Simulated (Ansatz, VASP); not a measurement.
## Ni in VASP and in Ansatz

```
Ni
1.0
     0.00000    1.73807    1.73807
     1.73807    0.00000    1.73807
     1.73807    1.73807    0.00000
Ni
1
Cartesian
  0.0000 0.0000 0.0000
```

Alike in both runs: task single point; functional r2SCAN; k mesh 15 × 15 × 15; collinear spin.

|  | VASP | Ansatz |
| --- | --- | --- |
| version | VASP 6.6.1 | Ansatz 0.2.0 |
| potentials or method | VASP PAW PBE potentials, release 64 (Ni), cutoff 520 eV | plane waves (500 eV) with PAW, scalar-relativistic |
| occupations | methfessel-paxton of order 1, width 1 eV | cold, width 1 eV |
| valence electrons in the cell | 10 | 18 |

```csv
,VASP,Ansatz,Ansatz less VASP
pressure (GPa),0.5,-0.9,-1.40
net moment per atom (μB),0.79,0.97,+0.182
size of the moment on the site where the two differ most (μB),0.81,1.06,+0.252
```

The net moments are unlike, so the other rows may belong to different states. VASP's potentials were made for PBE, not for r2SCAN. Site moments also hang on the region over which each program counts them. VASP's potentials hold 10 valence electrons a cell and Ansatz's 18, so a difference there can come from the potentials and not from the codes. Ansatz's warnings: stability check not made.
